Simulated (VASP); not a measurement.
Wanted: the native input for a VASP 6.6.1 run.

```
Task                   : single point
Functional             : PBE
Potentials or basis    : VASP PAW PBE potentials, release 64 (Cd, Bi_d, O)
Cutoff                 : 600 eV
k mesh                 : 4 × 4 × 4
Occupations            : gaussian, width 0.1 eV
Spin                   : no spin polarisation
Dipole correction      : no
Further INCAR settings : ALGO = Normal; EDIFF = 1e-06; NBANDS = 40
```

The structure of CdBi3O lies in POSCAR:

```
CdBi3O
1.0
    5.0044951392      0.0000000000      0.0000000000
    0.0000000000      5.0044951392      0.0000000000
    0.0000000000      0.0000000000      5.0044951392
Cd Bi O
1 3 1
Direct
    0.5000000000      0.5000000000      0.5000000000
    0.5000000000      0.0000000000      0.0000000000
    0.0000000000      0.5000000000      0.0000000000
    0.0000000000      0.0000000000      0.5000000000
    0.0000000000      0.0000000000      0.0000000000
```

The cell was generated, and may not be a known phase.

One way to write it, as run:

INCAR

```
  PREC = Accurate
  ENCUT = 600
  EDIFF = 1E-6
  ISMEAR = 0
  SIGMA = 0.1
  LREAL = F
  LASPH = T
  NELM = 120
  ALGO = Normal
  ISIF = 2
  LWAVE = F
  LCHARG = T
  GGA = PE
  LELF = T
  LVHAR = T
  NBANDS = 40
  GGA_COMPAT = F
```

KPOINTS

```
Automatic mesh
0
Gamma
  4 4 4
```

Potentials or basis: VASP PAW PBE potentials, release 64 (Cd, Bi_d, O).

The run is started by

```console
$ cat potpaw_PBE.64/Cd/POTCAR potpaw_PBE.64/Bi_d/POTCAR potpaw_PBE.64/O/POTCAR > POTCAR
$ mpirun -np 1 vasp_std > vasp.out
```

It gave:

* Pressure: 0.0 GPa
* Band gap on the k mesh: zero (an odd number of electrons rules out a gap without spin polarisation)

Caveat: spin-orbit coupling is left out, which moves the levels of the heavy elements.

Run time: 34 s on 1 thread of Intel(R) Xeon(R) Platinum 8559C (Emerald Rapids), on a shared host, peak memory 0.26 GiB.
